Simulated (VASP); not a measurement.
Ir:

```
Ir
1.0
     0.00000    1.92279    1.92279
     1.92279    0.00000    1.92279
     1.92279    1.92279    0.00000
Ir
1
Cartesian
  0.0000 0.0000 0.0000
```

Base run:

| Item | Value |
| --- | --- |
| Program | VASP 6.6.1 |
| Functional | LDA |
| Potentials or basis | VASP PAW LDA potentials, release 64 (Ir_sv_GW) |
| Cutoff | 560 eV |
| k mesh | 14 × 14 × 14 |
| Occupations | fermi-dirac, width 0.1 eV |
| Spin | no spin polarisation |

Its results: band gap on the k mesh zero (an odd number of electrons rules out a gap without spin polarisation); pressure -10.3 GPa.

Problem. The run is repeated on the same cell with these changes: functional from LDA to r2SCAN; potentials or basis from VASP PAW LDA potentials, release 64 (Ir_sv_GW) to VASP PAW PBE potentials, release 64 (Ir_sv_GW); cutoff from 560 eV to 620 eV. What comes out?

Solution. Band gap on the k mesh zero (an odd number of electrons rules out a gap without spin polarisation); pressure -0.9 GPa.

Caveats: spin-orbit coupling is left out, which moves the levels of the heavy elements; the cell stands under tension (at least some runs); the PAW data sets were made with another functional, which shifts forces and pressure a little (at least some runs).
